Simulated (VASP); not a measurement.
Wanted: the native input for a VASP 6.6.1 run.

```
Task                   : single point
Functional             : PBE
Potentials or basis    : VASP PAW PBE potentials, release 64 (Ca_sv, O)
Cutoff                 : 520 eV
k mesh                 : 13 × 13 × 13
Occupations            : fermi-dirac, width 0.0612256 eV
Spin                   : no spin polarisation
Dipole correction      : no
Further INCAR settings : ALGO = Normal; EDIFF = 1e-06; NBANDS = 15
```

The structure of CaO (rock salt type) lies in POSCAR:

```
CaO
1.0
    0.0000000000      2.4629541560      2.4629541560
    2.4629541560      0.0000000000      2.4629541560
    2.4629541560      2.4629541560      0.0000000000
Ca O
1 1
Direct
    0.0000000000      0.0000000000      0.0000000000
    0.5000000000      0.5000000000      0.5000000000
```

The input as run:

INCAR

```
SYSTEM = CaO
PREC = Accurate ; ENCUT = 520
EDIFF = 1E-6 ; ISMEAR = -1
SIGMA = 0.06122561905347299 ; LREAL = .False.
LASPH = .True. ; NELM = 60
ALGO = Normal ; ISIF = 2
LWAVE = .False. ; LCHARG = .False.
GGA = PE ; NBANDS = 15
```

KPOINTS

```
regular mesh
0
Gamma
  13 13 13
  0 0 0
```

Potentials or basis: VASP PAW PBE potentials, release 64 (Ca_sv, O).

The run is started by

```console
$ cat potpaw_PBE.64/Ca_sv/POTCAR potpaw_PBE.64/O/POTCAR > POTCAR
$ mpirun -np 1 vasp_std > vasp.out
```

It gave:

- Pressure: -5.0 GPa
- Band gap on the k mesh: 3.67 eV (least direct gap 4.05 eV)

Caveat: the cell stands under tension; an odd mesh through Γ misses points on the zone boundary, where band edges can lie.

Wall time 33 s on 1 thread of Intel(R) Xeon(R) Platinum 8259CL CPU @ 2.50GHz (Skylake/Cascade Lake), with other jobs on the host, peak memory 0.18 GiB.
